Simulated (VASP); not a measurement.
Crystal: HfTi2Ge3.

```
CELL_PARAMETERS angstrom
3.49550 0.00000 0.00000
0.00000 3.49550 0.00000
0.00000 0.00000 7.76493
ATOMIC_POSITIONS crystal
Hf 0.50000 0.50000 0.00000
Ti 0.50000 0.00000 0.73987
Ti 0.00000 0.50000 0.26013
Ge 0.50000 0.00000 0.38354
Ge 0.00000 0.50000 0.61646
Ge 0.00000 0.00000 0.00000
```

The cell was generated, and may not be a known phase.

- Program: VASP 6.6.1
- Task: relaxation of cell and atoms
- Functional: PBE
- Potentials or basis: VASP PAW PBE potentials, release 64 (Hf_pv, Ti_sv, Ge_d)
- Cutoff: 600 eV
- k mesh: 5 × 5 × 2
- Occupations: gaussian, width 0.2 eV
- Spin: no spin polarisation

At the start: pressure 24.2 GPa; volume 15.81 Å³/atom.

Problem. Where does the relaxation end?

Solution. Over 21 steps the energy falls by 590.9 meV/atom and the volume is 17.54 Å³/atom (+10.9 %); space group P-4m2 (No. 115, to 0.1 Å) before and after.

The path:
```tsv
step	energy change (eV)	largest force (eV/Å)	pressure (GPa)	volume (Å³)
1	0.0000	1.5512	24.19	94.88
2	-0.4618	0.8261	-12.03	131.50
3	-1.2605	0.8194	-1.10	113.03
4	-1.2610	0.8307	-0.79	112.65
5	-1.3819	0.8701	-0.79	112.24
6	-1.7730	1.1323	-0.78	110.98
7	-2.7661	1.3285	-1.19	108.32
8	-2.5256	2.9894	5.97	102.48
9	-3.2133	1.3151	-0.84	106.34
10	-3.2805	1.2258	0.83	104.58
11	-3.3137	1.2631	-0.06	105.24
12	-3.4309	0.7573	0.13	104.79
13	-3.5030	0.1960	0.81	104.07
14	-3.5320	0.0246	-0.02	104.79
15	-3.5377	0.0937	-0.49	105.28
16	-3.5396	0.1031	0.11	104.82
17	-3.5398	0.1068	0.29	104.65
18	-3.5412	0.1023	0.24	104.73
19	-3.5442	0.0887	0.04	104.98
20	-3.5440	0.0586	-0.47	105.49
21	-3.5452	0.0747	-0.23	105.21
```

Final structure:
```xyz
6
Lattice="3.7577 0.0000 0.0000 0.0000 3.7577 0.0000 0.0000 0.0000 7.4514" Properties=species:S:1:pos:R:3 pbc="T T T"
Hf    1.8788    1.8788    0.0000
Ti    1.8788    0.0000    4.7992
Ti    0.0000    1.8788    2.6522
Ge    1.8788    0.0000    2.1993
Ge    0.0000    1.8788    5.2522
Ge    0.0000    0.0000    0.0000
```

Caveat: the k points lie up to 0.42 Å⁻¹ apart in the final cell, too coarse for converged energies and pressures of a metal; the relaxation stopped at a loose force limit of 0.08 eV/Å, so its end isn't a converged minimum.
